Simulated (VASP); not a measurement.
**Si3Se2: relaxation of cell and atoms with PBE**

Si3Se2:

```xyz
5
Lattice="4.2189 0.0000 0.0000 -2.1095 3.6537 0.0000 0.0000 0.0000 6.4823" Properties=species:S:1:pos:R:3 pbc="T T T"
Si    2.1095    0.0000    0.0000
Si   -1.0547    1.8269    0.0000
Si    1.0547    1.8269    0.0000
Se    0.0000    2.4358    3.2412
Se    2.1095    1.2179    3.2412
```

The cell was built from a structure type or drawn by symmetry, and may not be a known phase.

| Property | Result |
| --- | --- |
| Program | VASP 6.6.1 |
| Task | relaxation of cell and atoms |
| Functional | PBE |
| Potentials or basis | VASP PAW PBE potentials, release 64 (Si, Se) |
| Cutoff | 500 eV |
| k mesh | 4 × 4 × 3 |
| Occupations | gaussian, width 0.2 eV |
| Spin | no spin polarisation |
| Dipole correction | no |
| Further INCAR settings | ALGO = Normal; EDIFF = 1e-07; IBRION = 2; EDIFFG = -0.08; NSW = 36; ISIF = 3 |

```
Relaxed volume                        : 22.30 Å³/atom
Relaxed cell                          : a = 5.023 Å, b = 5.023 Å, c = 5.104 Å, α = 90.00°, β = 90.00°, γ = 120.00°
Space group after relaxing (to 0.1 Å) : P6/mmm (No. 191)
Pressure after relaxing               : 0.0 GPa
Band gap on the k mesh                : zero (bands 12 and 13 overlap by 0.98 eV)
```

Stress tensor (GPa, compression positive):
```
 0.28  0.00  0.00
 0.00  0.28  0.00
 0.00  0.00 -0.55
```

Final structure:
```
CELL_PARAMETERS angstrom
5.02270 0.00000 0.00000
-2.51135 4.34979 0.00000
0.00000 0.00000 5.10430
ATOMIC_POSITIONS crystal
Si 0.50000 0.00000 0.00000
Si 0.00000 0.50000 0.00000
Si 0.50000 0.50000 0.00000
Se 0.33333 0.66667 0.50000
Se 0.66667 0.33333 0.50000
```

Levels at points of the mesh, in eV from the Fermi level:
| k point | band 10 | band 11 | band 12 | band 13 | band 14 | band 15 |
| --- | --- | --- | --- | --- | --- | --- |
| (0.00, 0.00, 0.00) | -2.48 | -1.76 | -1.76 | 0.64 | 0.64 | 1.39 |
| (0.50, 0.00, 0.00) | -1.70 | -0.94 | 0.12 | 0.90 | 2.82 | 2.88 |

It took 5.4 min on 1 thread of Intel Xeon 8259CL, on a shared host, peak memory 0.22 GiB.

Caveat: the k points lie up to 0.41 Å⁻¹ apart in the final cell, too coarse for converged energies and pressures of a metal; a cell axis changed by over 15 % at a fixed basis, so the end point is rough.
